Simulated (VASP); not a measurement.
Here is a VASP 6.6.1 calculation.

Contents of INCAR:

```
PREC = Accurate
ENCUT = 520
EDIFF = 1E-7
ISMEAR = 0
SIGMA = 0.1
LREAL = F
LASPH = T
NELM = 100
ALGO = Normal
ISIF = 2
LWAVE = F
LCHARG = F
LDIPOL = T
IDIPOL = 3
DIPOL = 0.5 0.5 0.470
GGA = RP
NBANDS = 88
```

KPOINTS

```
Automatic mesh
0
Gamma
  16 16 1
```

POSCAR

```
Ru
1.0
    2.7351145733      0.0000000000      0.0000000000
    1.3675572866      2.3686787027      0.0000000000
    0.0000000000      0.0000000000     40.8707752044
Ru
11
Direct
    0.0000000000      0.0000000000      0.2081980370
    0.0000000000      0.0000000000      0.3116412631
    0.0000000000      0.0000000000      0.4173683463
    0.0000000000      0.0000000000      0.5227004017
    0.0000000000      0.0000000000      0.6284274801
    0.0000000000      0.0000000000      0.7318707113
    0.3333333333      0.3333333333      0.2588885416
    0.3333333333      0.3333333333      0.3645852516
    0.3333333333      0.3333333333      0.4700343761
    0.3333333333      0.3333333333      0.5754835056
    0.3333333333      0.3333333333      0.6811802042
```

Potentials or basis: VASP PAW PBE potentials, release 64 (Ru_pv).

Run with:

```console
$ cat potpaw_PBE.64/Ru_pv/POTCAR > POTCAR
$ mpirun -np 1 vasp_std > vasp.out
```

What does it give for the band gap on the k mesh?

Zero (bands 77 and 78 overlap by 2.41 eV).

Predict the largest force.

0.011 eV/Å.

Forces on the atoms (eV/Å):
```
Ru   0.000  0.000 -0.011
Ru   0.000  0.000  0.003
Ru   0.000  0.000  0.001
Ru   0.000  0.000 -0.001
Ru   0.000  0.000 -0.003
Ru   0.000  0.000  0.011
Ru   0.000  0.000  0.005
Ru   0.000  0.000 -0.001
Ru   0.000  0.000  0.000
Ru   0.000  0.000  0.001
Ru   0.000  0.000 -0.005
```

Caveat: the PAW data sets were made with another functional, which shifts forces and pressure a little.
